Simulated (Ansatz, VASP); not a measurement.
One calculation of Ge, two programs

```
Ge
1.0
     0.00000    2.81085   -2.81085
    -2.81085    0.00000    2.81085
     5.62170    5.62170    5.62170
Ge
6
Direct
  0.33333 0.66667 0.20833
  0.66667 0.33333 0.54167
  0.00000 0.00000 0.87500
  0.00000 0.00000 0.12500
  0.33333 0.66667 0.45833
  0.66667 0.33333 0.79167
```

Alike in both runs: task single point; functional LDA; k mesh 9 × 9 × 3; occupations fermi-dirac, width 0.02 eV; no spin polarisation.

```csv
,VASP,Ansatz
version,VASP 6.6.1,Ansatz 0.2.0
potentials or method,"VASP PAW LDA potentials, release 64 (Ge_d), cutoff 520 eV","all-electron LAPW, scalar-relativistic"
```

|  | VASP | Ansatz | Ansatz less VASP |
| --- | --- | --- | --- |
| pressure (GPa) | 0.1 | 0.1 | -0.10 |

LDA's correlation is that of Perdew and Zunger in VASP and of Perdew and Wang (1992) in Ansatz. Ansatz ran all-electron here, and VASP with PAW potentials.
